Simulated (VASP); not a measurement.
# ScAl3 (I4/mmm) in VASP: notebook

ScAl3 is run at these levels: LDA; tasks: single point.

Everything below comes from runs of VASP 6.6.1. Logs are shortened: lines on timing, memory, paths and dates and some standing lists are left out, and cuts for length are marked.

## Step 1: The cell of the first run

Symmetry: I4/mmm, No. 139, tetragonal system. Conventional cell: a = 3.915 Å, b = 3.915 Å, c = 8.604 Å, α = 90.00°, β = 90.00°, γ = 90.00°. Within 3.6 Å of Sc (site symmetry 4/mmm) lie 12 Al at 2.77 to 2.91 Å. Al (site symmetry -4m2) has 8 Al at 2.77 to 2.91 Å and 4 Sc at 2.91 Å within 3.6 Å. Within 3.6 Å of Al (site symmetry 4/mmm) lie 4 Sc at 2.77 Å and 8 Al at 2.91 Å.

## Step 2: Single point, LDA

INCAR

```
PREC = Accurate
ENCUT = 520
EDIFF = 1E-6
ISMEAR = 0
SIGMA = 0.05
LREAL = False
LASPH = True
NELM = 60
ALGO = Normal
ISIF = 2
LWAVE = False
LCHARG = False
GGA = CA
NBANDS = 18
```

KPOINTS

```
Automatic mesh
0
Gamma
  8 8 8
```

POSCAR

```
ScAl3
1.0
   -1.9576267894      1.9576267894      4.3019548961
    1.9576267894     -1.9576267894      4.3019548961
    1.9576267894      1.9576267894     -4.3019548961
Sc Al
1 3
Direct
    0.0000000000      0.0000000000      0.0000000000
    0.7500000000      0.2500000000      0.5000000000
    0.2500000000      0.7500000000      0.5000000000
    0.5000000000      0.5000000000      0.0000000000
```

Potentials or basis: VASP PAW LDA potentials, release 64 (Sc_sv, Al).

Command:

```
> cat potpaw_LDA.64/Sc_sv/POTCAR potpaw_LDA.64/Al/POTCAR > POTCAR
> mpirun -np 1 vasp_std > vasp.out
```

OUTCAR:

```text
PREC = Accurate
   ENCUT = 520
   EDIFF = 1E-6
   ISMEAR = 0
   LREAL = False
   LASPH = True
   NELM = 60
   ISIF = 2
   GGA = CA

 ion  position               nearest neighbor table
   1  0.000  0.000  0.000-   4 2.77   4 2.77   4 2.77   4 2.77   3 2.91   2 2.91   3 2.91   3 2.91
                             2 2.91   2 2.91   3 2.91   2 2.91
   2  0.750  0.250  0.500-   3 2.77   3 2.77   3 2.77   3 2.77   4 2.91   1 2.91   4 2.91   1 2.91
                             4 2.91   4 2.91   1 2.91   1 2.91
   3  0.250  0.750  0.500-   2 2.77   2 2.77   2 2.77   2 2.77   4 2.91   1 2.91   4 2.91   4 2.91
                             1 2.91   1 2.91   4 2.91   1 2.91
   4  0.500  0.500  0.000-   1 2.77   1 2.77   1 2.77   1 2.77   3 2.91   2 2.91   3 2.91   2 2.91
                             3 2.91   3 2.91   2 2.91   2 2.91

  LATTYP: Found a body centered tetragonal cell.
 ALAT       =     3.9152535788
 C/A-ratio  =     2.1975357711

  Lattice vectors:

 A1 = (  -1.9576267894,   1.9576267894,   4.3019548961)
 A2 = (   1.9576267894,  -1.9576267894,   4.3019548961)
 A3 = (   1.9576267894,   1.9576267894,  -4.3019548961)

Analysis of symmetry for initial positions (statically):
=====================================================================
 Subroutine PRICEL returns:
 Original cell was already a primitive cell.

 Routine SETGRP: Setting up the symmetry group for a
 body centered tetragonal supercell.

 Subroutine GETGRP returns: Found 16 space group operations
 (whereof 16 operations were pure point group operations)
 out of a pool of 16 trial point group operations.

The static configuration has the point symmetry D_4h.

Analysis of symmetry for dynamics (positions and initial velocities):
=====================================================================
 Subroutine PRICEL returns:
 Original cell was already a primitive cell.

 Routine SETGRP: Setting up the symmetry group for a
 body centered tetragonal supercell.

 Subroutine GETGRP returns: Found 16 space group operations
 (whereof 16 operations were pure point group operations)
 out of a pool of 16 trial point group operations.

The dynamic configuration has the point symmetry D_4h.

 Subroutine INISYM returns: Found 16 space group operations
 (whereof 16 operations are pure point group operations),
 and found     1 'primitive' translations

----------------------------------------------------------------------------------------

                                     Primitive cell

  volume of cell :      65.9456

  direct lattice vectors                    reciprocal lattice vectors
    -1.957626789  1.957626789  4.301954896     0.000000000  0.255411298  0.116226230
     1.957626789 -1.957626789  4.301954896     0.255411298  0.000000000  0.116226230
     1.957626789  1.957626789 -4.301954896     0.255411298  0.255411298  0.000000000

  length of vectors
     5.115801132  5.115801132  5.115801132     0.280612665  0.280612665  0.361206122

  position of ions in fractional coordinates (direct lattice)
     0.000000000  0.000000000  0.000000000
     0.750000000  0.250000000  0.500000000
     0.250000000  0.750000000  0.500000000
     0.500000000  0.500000000  0.000000000

  ion indices of the primitive-cell ions
   primitive index   ion index
                 1           1
                 2           2
                 3           3
                 4           4

----------------------------------------------------------------------------------------

 KPOINTS: Automatic mesh

Automatic generation of k-mesh.
 Grid dimensions read from file:
 generate k-points for:    8    8    8

 Generating k-lattice:

  Cartesian coordinates                     Fractional coordinates (reciprocal lattice)
     0.000000000  0.031926412  0.014528279     0.125000000 -0.000000000  0.000000000
     0.031926412  0.000000000  0.014528279    -0.000000000  0.125000000  0.000000000
     0.031926412  0.031926412  0.000000000     0.000000000  0.000000000  0.125000000

  Length of vectors
     0.035076583  0.035076583  0.045150765

  Shift w.r.t. Gamma in fractional coordinates (k-lattice)
     0.000000000  0.000000000  0.000000000

 Subroutine IBZKPT returns following result:
 ===========================================

 Found     59 irreducible k-points:

 Following reciprocal coordinates:
            Coordinates               Weight
  0.000000  0.000000  0.000000      1.000000
  0.125000 -0.000000  0.000000      8.000000
  0.250000 -0.000000  0.000000      8.000000
  0.375000 -0.000000  0.000000      8.000000
  0.500000 -0.000000  0.000000      4.000000
  0.125000  0.125000  0.000000      8.000000
[... 16 lines left out ...]
  0.250000  0.125000  0.125000     16.000000
  0.375000  0.125000  0.125000      8.000000
 [... further k-points ...]
   k-points           NKPTS =     59   k-points in BZ     NKDIM =     59   number of bands    NBANDS=     18
   number of dos      NEDOS =    301   number of ions     NIONS =      4
   total plane-waves  NPLWV =  64000
   dimension x,y,z NGX =    40 NGY =   40 NGZ =   40
   dimension x,y,z NGXF=    80 NGYF=   80 NGZF=   80
   ions per type =               1   3
   NGX,Y,Z   is equivalent  to a cutoff of  13.00, 13.00, 13.00 a.u.
   NGXF,Y,Z  is equivalent  to a cutoff of  26.00, 26.00, 26.00 a.u.
 SYSTEM =  unknown system
   PREC   = accura    normal or accurate (medium, high low for compatibility)
   ISTART =      0    job   : 0-new  1-cont  2-samecut
   ICHARG =      2    charge: 1-file 2-atom 10-const
   ISPIN  =      1    spin polarized calculation?
   LNONCOLLINEAR =      F non collinear calculations
   LSORBIT =      F    spin-orbit coupling
   LASPH  =      T    aspherical Exc in radial PAW
   ENCUT  =  520.0 eV  38.22 Ry    6.18 a.u.   9.51  9.51  9.51*2*pi/ulx,y,z
   NELM   =     60;   NELMIN=  2; NELMDL= -5     # of ELM steps
   EDIFF  = 0.1E-05   stopping-criterion for ELM
   LREAL  =      F    real-space projection
   EDIFFG = 0.1E-04   stopping-criterion for IOM
   NSW    =      0    number of steps for IOM
   IBRION =     -1    ionic relax: 0-MD 1-quasi-New 2-CG
   NFREE  =      0    steps in history (QN), initial steepest desc. (CG)
   ISIF   =      2    stress and relaxation
   ISYM   =      2    0-nonsym 1-usesym 2-fastsym
   POTIM  = 0.5000    time-step for ionic-motion
   TEBEG  =    0.0;   TEEND  =   0.0 temperature during run
   PSTRESS=    0.0 pullay stress
   NELECT =      20.0000    total number of electrons
   NUPDOWN=      -1.0000    fix difference up-down
   EMIN   =  10.00;   EMAX   =-10.00  energy-range for DOS
   EFERMI =   0.00;   METHOD = LEGACY
   ISMEAR =     0;   SIGMA  =   0.05  broadening in eV -4-tet -1-fermi 0-gaus
   EFERMI_NEDOS =   21; number of points for ismear=-14 and -15
   IALGO  =     38    algorithm
   IMIX   =      4    mixing-type and parameters
     AMIX     =   0.40;   BMIX     =  1.00
     AMIX_MAG =   1.60;   BMIX_MAG =  1.00
  volume/ion in A,a.u.               =      16.49       111.26
  Fermi-wavevector in a.u.,A,eV,Ry     =   1.099908  2.078524 16.460290  1.209797
  Thomas-Fermi vector in A             =   2.236310
   LORBIT       =      0    0 simple, 1 ext, 2 COOP (PROOUT), +10 PAW based schemes
   GGA     = CA    functional components
   LHFCALC =     F    Hartree Fock is set to
   AEXX    =    0.0000 exact exchange contribution
   IVDW    =     0    specifies the selected vdW correction
   LEPSILON=     F    determine dielectric tensor
   LRPA    =     F    only Hartree local field effects (RPA)
 non-spin polarized calculation
 Gauss-broadening in eV      SIGMA  =   0.05
  energy-cutoff  :      520.00
  volume of cell :       65.95
 maximum number of plane-waves:      1803
 NGX is ok and might be reduce to    40
   NGX = 19   NGY = 19   NGZ = 19

 number of electron      20.0000002 magnetization

 Free energy of the ion-electron system (eV)
  ---------------------------------------------------
  ext. energy  EPLUGINS =         0.00000000
  ---------------------------------------------------
  free energy    TOTEN  =       -20.85162588 eV

  energy without entropy =      -20.84920107  energy(sigma->0) =      -20.85041348

 E-fermi :   6.9546     XC(G=0): -10.7494

 val. band max:        6.9490480433   @ k =  -0.3750   0.5000   0.1250
 cond. band min:       6.9567758331   @ k =   0.3750   0.1250   0.0000
 fundamental gap:      0.0077277898
 Fermi energy:         6.9546058544

 k-point     1 :       0.0000    0.0000    0.0000
  band No.  band energies     occupation
      1     -40.9960      2.00000
      2     -20.0676      2.00000
      3     -20.0488      2.00000
      4     -20.0488      2.00000
      5      -2.7799      2.00000
      6       4.3855      2.00000
[... 10 lines left out ...]
     17      11.8193      0.00000
     18      12.0026      0.00000

 k-point     2 :       0.1250   -0.0000    0.0000
  band No.  band energies     occupation
      1     -40.9956      2.00000
      2     -20.0674      2.00000
      3     -20.0566      2.00000
      4     -20.0483      2.00000
      5      -2.5891      2.00000
      6       3.7855      2.00000
[... 10 lines left out ...]
     17      11.9669      0.00000
     18      12.2925      0.00000

 k-point     3 :       0.2500   -0.0000    0.0000
  band No.  band energies     occupation
      1     -40.9946      2.00000
      2     -20.0754      2.00000
      3     -20.0667      2.00000
      4     -20.0469      2.00000
      5      -2.0281      2.00000
      6       2.8397      2.00000
[... 10 lines left out ...]
     17      11.9919      0.00000
     18      12.5003      0.00000

 k-point     4 :       0.3750   -0.0000    0.0000
  band No.  band energies     occupation
      1     -40.9937      2.00000
      2     -20.0939      2.00000
      3     -20.0662      2.00000
      4     -20.0456      2.00000
      5      -1.1313      2.00000
      6       1.4626      2.00000
[... 375 lines left out ...]
      4     -20.0645      2.00000
      5      -1.4301      2.00000
      6       3.2443      2.00000
[... 10 lines left out ...]
     17      11.8119      0.00000
     18      13.5328      0.00000

 k-point    23 :       0.2500    0.1250    0.1250
  band No.  band energies     occupation
      1     -40.9925      2.00000
      2     -20.0902      2.00000
      3     -20.0702      2.00000
      4     -20.0636      2.00000
      5      -0.5717      2.00000
      6       1.9693      2.00000
[... 10 lines left out ...]
     17      12.1684      0.00000
     18      13.4781      0.00000

 k-point    24 :       0.3750    0.1250    0.1250
  band No.  band energies     occupation
      1     -40.9921      2.00000
      2     -20.0975      2.00000
      3     -20.0693      2.00000
      4     -20.0633      2.00000
      5       0.3608      2.00000
      6       0.8344      2.00000
[... 10 lines left out ...]
     17      12.5056      0.00000
     18      12.9224      0.00000

 [... further k-points ...]

------------------------ aborting loop because EDIFF is reached ----------------------------------------

  FORCE on cell =-STRESS in cart. coord.  units (eV):
  Direction    XX          YY          ZZ          XY          YZ          ZX
  --------------------------------------------------------------------------------------
  -------------------------------------------------------------------------------------
  Total        1.0458502      1.0458502      1.2340561      0.0000000     -0.0000000      0.0000000
  in kB       25.4094019     25.4094019     29.9819486      0.0000000     -0.0000000      0.0000000
  external PRESSURE =      26.9335841 kB  Pullay stress =       0.0000000 kB

 VOLUME and BASIS-vectors are now :
 -----------------------------------------------------------------------------
  energy-cutoff  :      520.00
  volume of cell :       65.95
      direct lattice vectors                 reciprocal lattice vectors
    -1.957626789  1.957626789  4.301954896     0.000000000  0.255411298  0.116226230
     1.957626789 -1.957626789  4.301954896     0.255411298  0.000000000  0.116226230
     1.957626789  1.957626789 -4.301954896     0.255411298  0.255411298  0.000000000

 POSITION                                       TOTAL-FORCE (eV/Angst)
 -----------------------------------------------------------------------------------
      0.00000      0.00000      0.00000         0.000000      0.000000      0.000000
      0.00000      1.95763      2.15098        -0.000000     -0.000000      0.000000
      1.95763      0.00000      2.15098         0.000000      0.000000     -0.000000
      0.00000      0.00000      4.30195         0.000000      0.000000      0.000000
 -----------------------------------------------------------------------------------
    total drift:                               -0.000000     -0.000000     -0.000000

  FREE ENERGIE OF THE ION-ELECTRON SYSTEM (eV)
  ---------------------------------------------------
  free  energy   TOTEN  =       -20.8516258823 eV

  energy  without entropy=      -20.8492010678  energy(sigma->0) =      -20.85041348
```

It took 56 s on 1 thread of Intel Xeon 6975P-C (Granite Rapids), shared host; peak memory 0.22 GiB.

What came out:

| Property | Result |
| --- | --- |
| Free energy | -20.8516 eV |
| Pressure | 2.7 GPa |
| Band gap on the k mesh | zero (bands 10 and 11 overlap by 1.84 eV) |

## Step 3: Single point, LDA

This run uses another cell than the first one, of 16.96 Å³/atom.

INCAR: that of step 2 with these lines changed.

```diff
@@ -7,3 +7,3 @@
 LASPH = True
-NELM = 60
+NELM = 80
 ALGO = Normal
```

KPOINTS

```
regular mesh
0
Gamma
  8 8 8
```

POSCAR

```
ScAl3
1.0
   -1.9763611985      1.9763611985      4.3431244301
    1.9763611985     -1.9763611985      4.3431244301
    1.9763611985      1.9763611985     -4.3431244301
Sc Al
1 3
Direct
    0.0000000000      0.0000000000      0.0000000000
    0.7500000000      0.2500000000      0.5000000000
    0.2500000000      0.7500000000      0.5000000000
    0.5000000000      0.5000000000      0.0000000000
```

Potentials or basis: VASP PAW LDA potentials, release 64 (Sc_sv, Al).

Command:

```
> cat potpaw_LDA.64/Sc_sv/POTCAR potpaw_LDA.64/Al/POTCAR > POTCAR
> mpirun -np 1 vasp_std > vasp.out
```

Wall time 56 s (1 thread of Intel Xeon 6975P-C (Granite Rapids), shared host); peak memory 0.23 GiB.

Results (log left out):

```yaml
Free_energy: -20.8673 eV
Pressure: -0.1 GPa
Band_gap_on_the_k_mesh: zero (bands 10 and 11 overlap by 1.82 eV)
```

Stress tensor (GPa, compression positive):
```
-0.28  0.00  0.00
 0.00 -0.28  0.00
 0.00  0.00  0.33
```

Levels at points of the mesh, in eV from the Fermi level:
| k point | band 8 | band 9 | band 10 | band 11 | band 12 | band 13 |
| --- | --- | --- | --- | --- | --- | --- |
| (0.00, 0.00, 0.00) | -1.03 | -1.03 | -0.94 | 1.69 | 1.75 | 1.75 |
| (0.50, 0.00, 0.00) | -2.73 | -0.71 | 0.34 | 1.17 | 1.95 | 2.83 |
| (0.50, 0.50, 0.00) | -3.47 | -2.35 | -1.87 | -0.52 | 2.67 | 2.90 |
| (0.50, 0.50, 0.50) | -0.90 | -0.90 | 0.23 | 1.52 | 1.52 | 1.97 |

## Step 4: Single point, LDA

This run uses another cell than the first one, of 17.44 Å³/atom.

INCAR

```
SYSTEM = ScAl3
PREC     = Accurate       ! precision mode
ENCUT    = 520            ! plane-wave cutoff, eV
EDIFF    = 1E-7           ! SCF threshold, eV
ISMEAR   = 0              ! smearing method
SIGMA    = 0.05           ! smearing width, eV
LREAL    = .False.        ! projectors in reciprocal space
LASPH    = .True.         ! aspherical terms in the spheres
NELM     = 80             ! most SCF steps
ALGO     = Normal         ! electronic algorithm
ISIF     = 2              ! what is computed and relaxed
LWAVE    = .False.        ! write WAVECAR
LCHARG   = .False.        ! write CHGCAR
GGA      = CA             ! functional
NBANDS   = 18             ! bands
```

KPOINTS

```
Automatic mesh
0
Gamma
  8 8 8
  0 0 0
```

POSCAR

```
ScAl3
1.0
   -1.9947470096      1.9947470096      4.3835279078
    1.9947470096     -1.9947470096      4.3835279078
    1.9947470096      1.9947470096     -4.3835279078
Sc Al
1 3
Direct
    0.0000000000      0.0000000000      0.0000000000
    0.7500000000      0.2500000000      0.5000000000
    0.2500000000      0.7500000000      0.5000000000
    0.5000000000      0.5000000000      0.0000000000
```

Command:

```
> cat potpaw_LDA.64/Sc_sv/POTCAR potpaw_LDA.64/Al/POTCAR > POTCAR
> mpirun -np 1 vasp_std > vasp.out
```

Run time: 60 s. Hardware: 1 thread of Intel Xeon 6975P-C (Granite Rapids), shared host; peak memory 0.23 GiB.

The run converged. Its results:

| Item | Value |
| --- | --- |
| Free energy | -20.8522 eV |
| Pressure | -2.5 GPa |
| Band gap on the k mesh | zero (bands 10 and 11 overlap by 1.80 eV) |

Stress tensor (GPa, compression positive):
```
-2.73  0.00  0.00
 0.00 -2.73  0.00
 0.00  0.00 -1.99
```

Levels at points of the mesh, in eV from the Fermi level:
```tsv
k point	band 8	band 9	band 10	band 11	band 12	band 13
(0.00, 0.00, 0.00)	-1.00	-1.00	-0.90	1.52	1.69	1.69
(0.50, 0.00, 0.00)	-2.74	-0.70	0.35	1.14	1.91	2.74
(0.50, 0.50, 0.00)	-3.40	-2.34	-1.87	-0.50	2.59	2.84
(0.50, 0.50, 0.50)	-0.91	-0.91	0.24	1.49	1.49	1.92
```

(Continued in part 2 of 2.)
